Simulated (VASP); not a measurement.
# Ag (R-3m) in VASP: further runs

Ag is run at these levels: PBE; tasks: single point.

Everything below comes from runs of VASP 6.6.1. Logs are shortened: lines on timing, memory, paths and dates and some standing lists are left out, and cuts for length are marked.

## (1) The cell of the first run

The structure is trigonal, space group R-3m (No. 166). Conventional cell: a = 4.714 Å, b = 4.714 Å, c = 2.542 Å, α = 90.00°, β = 90.00°, γ = 120.00°. Ag (site symmetry -3m) has 14 Ag at 2.54 to 3.21 Å within 3.4 Å.

## (2) Single point, PBE (strained)

INCAR

```
PREC     = Accurate       # precision mode
ENCUT    = 520            # plane-wave cutoff, eV
EDIFF    = 1E-6           # SCF threshold, eV
ISMEAR   = 0              # smearing method
SIGMA    = 0.1            # smearing width, eV
LREAL    = False          # projectors in reciprocal space
LASPH    = True           # aspherical terms in the spheres
NELM     = 60             # most SCF steps
ALGO     = Fast           # electronic algorithm
ISIF     = 2              # what is computed and relaxed
LWAVE    = False          # write WAVECAR
LCHARG   = False          # write CHGCAR
GGA      = PE             # functional
NBANDS   = 12             # bands
```

KPOINTS

```
regular mesh
0
Gamma
  18 18 18
```

POSCAR

```
Ag
1.0
   -1.6003054868      1.7327578068      1.6003054868
    1.7327578068     -1.6003054868      1.6003054868
    1.4678531668      1.4678531668     -1.4678531668
Ag
1
Direct
    0.0000000000      0.0000000000      0.0000000000
```

Potentials or basis: VASP PAW PBE potentials, release 64 (Ag).

The run is started by

```sh
cat potpaw_PBE.64/Ag/POTCAR > POTCAR
mpirun -np 1 vasp_std > vasp.out
```

OUTCAR:

```text
PREC = Accurate
   ENCUT = 520
   EDIFF = 1E-6
   ISMEAR = 0
   LREAL = False
   LASPH = True
   NELM = 60
   ISIF = 2
   GGA = PE

 ion  position               nearest neighbor table
   1  0.000  0.000  0.000-

  LATTYP: Found a trigonal (rhomboedric) cell.
 ALAT       =     2.8503341768
 COS(alpha) =    -0.3673999548

  Lattice vectors:

 A1 = (   1.6003054868,  -1.7327578068,  -1.6003054868)
 A2 = (  -1.7327578068,   1.6003054868,  -1.6003054868)
 A3 = (   1.6003054868,   1.6003054868,   1.7327578068)

Analysis of symmetry for initial positions (statically):
=====================================================================
 Subroutine PRICEL returns:
 Original cell was already a primitive cell.

 Routine SETGRP: Setting up the symmetry group for a
 trigonal (rhombohedral) supercell.

 Subroutine GETGRP returns: Found 12 space group operations
 (whereof 12 operations were pure point group operations)
 out of a pool of 12 trial point group operations.

The static configuration has the point symmetry D_3d.

Analysis of symmetry for dynamics (positions and initial velocities):
=====================================================================
 Subroutine PRICEL returns:
 Original cell was already a primitive cell.

 Routine SETGRP: Setting up the symmetry group for a
 trigonal (rhombohedral) supercell.

 Subroutine GETGRP returns: Found 12 space group operations
 (whereof 12 operations were pure point group operations)
 out of a pool of 12 trial point group operations.

The dynamic configuration has the point symmetry D_3d.

 Subroutine INISYM returns: Found 12 space group operations
 (whereof 12 operations are pure point group operations),
 and found     1 'primitive' translations

----------------------------------------------------------------------------------------

                                     Primitive cell

  volume of cell :      16.3068

  direct lattice vectors                    reciprocal lattice vectors
    -1.600305487  1.732757807  1.600305487     0.000000000  0.300024306  0.300024306
     1.732757807 -1.600305487  1.600305487     0.300024306  0.000000000  0.300024306
     1.467853167  1.467853167 -1.467853167     0.327097119  0.327097119 -0.027072814

  length of vectors
     2.850334177  2.850334177  2.542396263     0.424298442  0.424298442  0.463376724

  position of ions in fractional coordinates (direct lattice)
     0.000000000  0.000000000  0.000000000

  ion indices of the primitive-cell ions
   primitive index   ion index
                 1           1

----------------------------------------------------------------------------------------

 KPOINTS: regular mesh

Automatic generation of k-mesh.
 Grid dimensions read from file:
 generate k-points for:   18   18   18

 Generating k-lattice:

  Cartesian coordinates                     Fractional coordinates (reciprocal lattice)
     0.000000000  0.016668017  0.016668017     0.055555556  0.000000000  0.000000000
     0.016668017  0.000000000  0.016668017     0.000000000  0.055555556  0.000000000
     0.018172062  0.018172062 -0.001504045    -0.000000000 -0.000000000  0.055555556

  Length of vectors
     0.023572136  0.023572136  0.025743151

  Shift w.r.t. Gamma in fractional coordinates (k-lattice)
     0.000000000  0.000000000  0.000000000

 Subroutine IBZKPT returns following result:
 ===========================================

 Found    580 irreducible k-points:

 Following reciprocal coordinates:
            Coordinates               Weight
  0.000000  0.000000  0.000000      1.000000
  0.055556  0.000000  0.000000      6.000000
  0.111111  0.000000  0.000000      6.000000
  0.166667  0.000000  0.000000      6.000000
  0.222222  0.000000  0.000000      6.000000
  0.277778  0.000000  0.000000      6.000000
[... 16 lines left out ...]
  0.333333  0.111111 -0.000000     12.000000
  0.388889  0.111111  0.000000     12.000000
 [... further k-points ...]
   k-points           NKPTS =    580   k-points in BZ     NKDIM =    580   number of bands    NBANDS=     12
   number of dos      NEDOS =    301   number of ions     NIONS =      1
   total plane-waves  NPLWV =  11520
   dimension x,y,z NGX =    24 NGY =   24 NGZ =   20
   dimension x,y,z NGXF=    48 NGYF=   48 NGZF=   40
   ions per type =               1
   NGX,Y,Z   is equivalent  to a cutoff of  14.00, 14.00, 13.08 a.u.
   NGXF,Y,Z  is equivalent  to a cutoff of  28.00, 28.00, 26.16 a.u.
 SYSTEM =  unknown system
   PREC   = accura    normal or accurate (medium, high low for compatibility)
   ISTART =      0    job   : 0-new  1-cont  2-samecut
   ICHARG =      2    charge: 1-file 2-atom 10-const
   ISPIN  =      1    spin polarized calculation?
   LNONCOLLINEAR =      F non collinear calculations
   LSORBIT =      F    spin-orbit coupling
   LASPH  =      T    aspherical Exc in radial PAW
   ENCUT  =  520.0 eV  38.22 Ry    6.18 a.u.   5.30  5.30  4.73*2*pi/ulx,y,z
   NELM   =     60;   NELMIN=  2; NELMDL= -5     # of ELM steps
   EDIFF  = 0.1E-05   stopping-criterion for ELM
   LREAL  =      F    real-space projection
   EDIFFG = 0.1E-04   stopping-criterion for IOM
   NSW    =      0    number of steps for IOM
   IBRION =     -1    ionic relax: 0-MD 1-quasi-New 2-CG
   NFREE  =      0    steps in history (QN), initial steepest desc. (CG)
   ISIF   =      2    stress and relaxation
   ISYM   =      2    0-nonsym 1-usesym 2-fastsym
   POTIM  = 0.5000    time-step for ionic-motion
   TEBEG  =    0.0;   TEEND  =   0.0 temperature during run
   PSTRESS=    0.0 pullay stress
   NELECT =      11.0000    total number of electrons
   NUPDOWN=      -1.0000    fix difference up-down
   EMIN   =  10.00;   EMAX   =-10.00  energy-range for DOS
   EFERMI =   0.00;   METHOD = LEGACY
   ISMEAR =     0;   SIGMA  =   0.10  broadening in eV -4-tet -1-fermi 0-gaus
   EFERMI_NEDOS =   21; number of points for ismear=-14 and -15
   IALGO  =     68    algorithm
   IMIX   =      4    mixing-type and parameters
     AMIX     =   0.40;   BMIX     =  1.00
     AMIX_MAG =   1.60;   BMIX_MAG =  1.00
  volume/ion in A,a.u.               =      16.31       110.04
  Fermi-wavevector in a.u.,A,eV,Ry     =   1.435762  2.713197 28.047223  2.061413
  Thomas-Fermi vector in A             =   2.555025
   LORBIT       =      0    0 simple, 1 ext, 2 COOP (PROOUT), +10 PAW based schemes
   GGA     = PE    functional components
   LHFCALC =     F    Hartree Fock is set to
   AEXX    =    0.0000 exact exchange contribution
   IVDW    =     0    specifies the selected vdW correction
   LEPSILON=     F    determine dielectric tensor
   LRPA    =     F    only Hartree local field effects (RPA)
 non-spin polarized calculation
 RMM-DIIS sequential band-by-band and
 Gauss-broadening in eV      SIGMA  =   0.10
  energy-cutoff  :      520.00
  volume of cell :       16.31
 maximum number of plane-waves:       462
 NGX is ok and might be reduce to    24
   NGX = 11   NGY = 11   NGZ =  9

 number of electron      10.9999997 magnetization

 Free energy of the ion-electron system (eV)
  ---------------------------------------------------
  ext. energy  EPLUGINS =         0.00000000
  ---------------------------------------------------
  free energy    TOTEN  =        -2.51873765 eV

  energy without entropy =       -2.51739378  energy(sigma->0) =       -2.51806572

 E-fermi :   9.0711     XC(G=0): -12.4644

 val. band max:        9.0648807465   @ k =   0.1111   0.0556   0.3333
 cond. band min:       9.0809101208   @ k =  -0.3333   0.0556   0.4444
 fundamental gap:      0.0160293742
 Fermi energy:         9.0711316399

 k-point     1 :       0.0000    0.0000    0.0000
  band No.  band energies     occupation
      1       0.9702      2.00000
      2       3.1225      2.00000
      3       4.2094      2.00000
      4       4.2094      2.00000
      5       5.5749      2.00000
      6       5.5749      2.00000
      7      25.6741      0.00000
      8      27.4020      0.00000
      9      27.4020      0.00000
     10      33.2311      0.00000
     11      33.2318      0.00000
     12      33.8686      0.00000

 k-point     2 :       0.0556    0.0000    0.0000
  band No.  band energies     occupation
      1       1.0627      2.00000
      2       3.1189      2.00000
      3       4.1836      2.00000
      4       4.2608      2.00000
      5       5.5662      2.00000
      6       5.5828      2.00000
      7      25.5648      0.00000
      8      27.1558      0.00000
      9      27.2205      0.00000
     10      32.5044      0.00000
     11      32.5824      0.00000
     12      34.4785      0.00000

 k-point     3 :       0.1111    0.0000    0.0000
  band No.  band energies     occupation
      1       1.3268      2.00000
      2       3.1133      2.00000
      3       4.1160      2.00000
      4       4.4110      2.00000
      5       5.5466      2.00000
      6       5.6061      2.00000
      7      24.8173      0.00000
      8      26.6556      0.00000
      9      26.8809      0.00000
     10      31.8910      0.00000
     11      31.9840      0.00000
     12      33.8438      0.00000
[... 286 lines left out ...]
 k-point    23 :       0.3333    0.1111   -0.0000
  band No.  band energies     occupation
      1       2.3333      2.00000
      2       3.0618      2.00000
      3       5.0544      2.00000
      4       5.6140      2.00000
      5       5.9609      2.00000
      6       7.5859      2.00000
      7      15.1095      0.00000
      8      20.3229      0.00000
      9      27.0141      0.00000
     10      30.2537      0.00000
     11      32.9052      0.00000
     12      35.5548      0.00000

 k-point    24 :       0.3889    0.1111    0.0000
  band No.  band energies     occupation
      1       2.2999      2.00000
      2       2.9808      2.00000
      3       5.2952      2.00000
      4       5.6373      2.00000
      5       6.0621      2.00000
      6       8.6720      2.00000
      7      13.4464      0.00000
      8      19.9306      0.00000
      9      26.6275      0.00000
     10      30.4342      0.00000
     11      33.1916      0.00000
     12      35.2793      0.00000

 [... further k-points ...]
[... 5 lines left out ...]
  --------------------------------------------------------------------------------------
  -------------------------------------------------------------------------------------
  Total        1.5177537      1.5177537      1.5177537      1.0469700     -1.0469700     -1.0469700
  in kB      149.1221450    149.1221450    149.1221450    102.8667674   -102.8667674   -102.8667674
  external PRESSURE =     149.1221450 kB  Pullay stress =       0.0000000 kB

 VOLUME and BASIS-vectors are now :
 -----------------------------------------------------------------------------
  energy-cutoff  :      520.00
  volume of cell :       16.31
      direct lattice vectors                 reciprocal lattice vectors
    -1.600305487  1.732757807  1.600305487     0.000000000  0.300024306  0.300024306
     1.732757807 -1.600305487  1.600305487     0.300024306  0.000000000  0.300024306
     1.467853167  1.467853167 -1.467853167     0.327097119  0.327097119 -0.027072814

 POSITION                                       TOTAL-FORCE (eV/Angst)
 -----------------------------------------------------------------------------------
      0.00000      0.00000      0.00000         0.000000     -0.000000      0.000000
 -----------------------------------------------------------------------------------
    total drift:                                0.000000      0.000000     -0.000000

  FREE ENERGIE OF THE ION-ELECTRON SYSTEM (eV)
  ---------------------------------------------------
  free  energy   TOTEN  =        -2.5187376486 eV

  energy  without entropy=       -2.5173937828  energy(sigma->0) =       -2.51806572
```

It took 1.8 min on 1 thread of Intel Xeon 8259CL, shared host; peak memory 0.23 GiB.

Results:

```
Free energy            : -2.5187 eV
Pressure               : 14.9 GPa
Band gap on the k mesh : zero (an odd number of electrons rules out a gap without spin polarisation)
```

Stress tensor (GPa, compression positive):
```
 14.91  10.29 -10.29
 10.29  14.91 -10.29
-10.29 -10.29  14.91
```

Levels at points of the mesh, in eV from the Fermi level:
```tsv
k point	band 2	band 3	band 4	band 5	band 6	band 7	band 8	band 9
(0.00, 0.00, 0.00)	-5.95	-4.86	-4.86	-3.50	-3.50	16.60	18.33	18.33
(0.50, 0.00, 0.00)	-6.24	-3.45	-3.30	-2.73	-0.69	3.52	12.43	17.49
(0.00, 0.00, 0.50)	-5.81	-3.82	-3.82	-2.40	0.48	5.57	13.13	14.42
(0.50, 0.50, 0.50)	-6.73	-3.13	-3.13	-2.23	7.05	7.26	7.26	13.81
```

Caveat: the cell differs from its parent crystal (strained); the cell stands under pressure.

## (3) Single point, PBE (strained)

INCAR

```
ALGO = Fast
EDIFF = 1E-7
ENCUT = 520
GGA = PE
ISIF = 2
ISMEAR = 0
LASPH = T
LCHARG = T
LELF = T
LREAL = F
LVHAR = T
LWAVE = F
NBANDS = 12
NELM = 100
PREC = Accurate
SIGMA = 0.1
```

KPOINTS

```
k-points
0
Gamma
  18 18 18
```

POSCAR

```
Ag
1.0
   -1.6575580021      1.5251056821      1.6575580021
    1.5251056821     -1.6575580021      1.6575580021
    1.7900103221      1.7900103221     -1.7900103221
Ag
1
Direct
    0.0000000000      0.0000000000      0.0000000000
```

Potentials or basis: VASP PAW PBE potentials, release 64 (Ag).

The run is started by

```sh
cat potpaw_PBE.64/Ag/POTCAR > POTCAR
mpirun -np 1 vasp_std > vasp.out
```

Wall time 2 min (1 thread of Intel Xeon 8259CL, shared host); peak memory 0.24 GiB.

Results (log left out):

- Free energy: -2.6446 eV
- Pressure: 0.5 GPa
- Band gap on the k mesh: zero (an odd number of electrons rules out a gap without spin polarisation)

Stress tensor (GPa, compression positive):
```
 0.50 -2.60  2.60
-2.60  0.50  2.60
 2.60  2.60  0.50
```

Levels at points of the mesh, in eV from the Fermi level:
| k point | band 2 | band 3 | band 4 | band 5 | band 6 | band 7 | band 8 | band 9 |
| --- | --- | --- | --- | --- | --- | --- | --- | --- |
| (0.00, 0.00, 0.00) | -5.15 | -5.15 | -4.25 | -3.51 | -3.51 | 16.74 | 16.74 | 19.17 |
| (0.50, 0.00, 0.00) | -5.45 | -3.65 | -3.63 | -2.52 | 0.49 | 4.57 | 11.03 | 15.05 |
| (0.00, 0.00, 0.50) | -5.66 | -3.52 | -3.38 | -2.86 | -0.38 | 3.05 | 13.58 | 14.61 |
| (0.50, 0.50, 0.50) | -6.09 | -3.40 | -2.66 | -2.66 | 6.63 | 6.63 | 6.99 | 12.11 |

Caveat: the cell differs from its parent crystal (strained).

(Continued in part 2 of 2.)
